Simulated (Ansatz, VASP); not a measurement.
**One calculation of K, two programs**

Contents of INCAR:

```
SYSTEM = K
  ALGO = Normal
  EDIFF = 1E-8
  ENCUT = 520
  GGA = PS
  ISIF = 2
  ISMEAR = -1
  LASPH = .True.
  LCHARG = .False.
  LEFG = .True.
  LREAL = .False.
  LWAVE = .False.
  NBANDS = 10
  NELM = 100
  PREC = Accurate
  SIGMA = 0.08
```

Contents of KPOINTS:

```
k-points
0
Gamma
  10 10 10
  0 0 0
```

Contents of POSCAR:

```
K
1.0
   -2.6266977383      2.6266977383      2.6266977383
    2.6266977383     -2.6266977383      2.6266977383
    2.6266977383      2.6266977383     -2.6266977383
K
1
Direct
    0.0000000000      0.0000000000      0.0000000000
```

Input for Ansatz:

```yaml
crystal:
  lattice:
    - [-2.6266977383, 2.6266977383, 2.6266977383]
    - [2.6266977383, -2.6266977383, 2.6266977383]
    - [2.6266977383, 2.6266977383, -2.6266977383]
  atoms:
    - { symbol: K, position: [0.0, 0.0, 0.0] }
kpoints:
  mp_grid: { grid: [10, 10, 10] }
scf:
  occupations: { method: fermi_dirac, width: 0.08 }
hamiltonian:
  xc: pbesol
  pseudopotentials: { kind: paw }
output:
  forces: true
  stress: true
  eigenvalues: true
  efg: { contact_densities: true }
```

Change from the starting cell: volume scaled by 1.01, PAW files.

Alike in both runs: task electric field gradients; functional PBEsol; k mesh 10 × 10 × 10; occupations fermi-dirac, width 0.08 eV; no spin polarisation.

|  | VASP | Ansatz |
| --- | --- | --- |
| version | VASP 6.6.1 | Ansatz 0.2.0 |
| potentials or method | VASP PAW PBE potentials, release 64 (K_sv) | PAW with Ansatz's default frozen-core files, scalar-relativistic |
| plane-wave cutoff (eV) | 520 | 420 |
| valence electrons in the cell | 9 | 9 |

|  | VASP | Ansatz | Ansatz less VASP |
| --- | --- | --- | --- |
| pressure (GPa) | -0.1 | -0.1 | +0.01 |

VASP's potentials were made for PBE, not for PBEsol.
